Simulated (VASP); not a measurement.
Write the native input for VASP 6.6.1 that does the following.

```yaml
Task: single point
Functional: PBE
Potentials_or_basis: VASP PAW PBE potentials, release 64 (P)
Cutoff: 520 eV
k_mesh: 4 × 4 × 2
Occupations: gaussian, width 0.1 eV
Spin: no spin polarisation
Dipole_correction: no
Further_INCAR_settings: ALGO = Normal; EDIFF = 1e-06; NBANDS = 42
```

The structure of P lies in POSCAR:

```
P
1.0
    4.6469999403      2.6715349745      1.5738423431
   -4.6677476396      2.6989179625      1.5877875572
    0.0061715354     -5.3973826815      6.3695330623
P
12
Direct
    0.9716181070      0.7902949100      0.4955052867
    0.4719543752      0.2906327000      0.9954935270
    0.8471413392      0.3269681986      0.1435737804
    0.3470872860      0.8268803005      0.6434360808
    0.0500908445      0.7552652240      0.2361417277
    0.5501272940      0.2552662254      0.7360903550
    0.5282948404      0.7096061307      0.0044635680
    0.0281072868      0.2093996369      0.5045361167
    0.6528506324      0.1732024188      0.3565815704
    0.1529509133      0.6729695467      0.8564036423
    0.4499474728      0.7448369342      0.2638087875
    0.9498296083      0.2446777741      0.7639655574
```

The input as run:

INCAR

```
PREC = Accurate
ENCUT = 520
EDIFF = 1E-6
ISMEAR = 0
SIGMA = 0.1
LREAL = F
LASPH = T
NELM = 100
ALGO = Normal
ISIF = 2
LWAVE = F
LCHARG = F
GGA = PE
NBANDS = 42
```

KPOINTS

```
Automatic mesh
0
Gamma
  4 4 2
```

Potentials or basis: VASP PAW PBE potentials, release 64 (P).

Launch:

```bash
$ cat potpaw_PBE.64/P/POTCAR > POTCAR
$ mpirun -np 1 vasp_std > vasp.out
```

It gave:

The pressure is -0.3 GPa. The largest force is 0.060 eV/Å and the band gap on the k mesh is 0.60 eV.

Wall time 5.1 min on 1 thread of Intel Xeon 8259CL (shared host), peak memory 0.37 GiB.
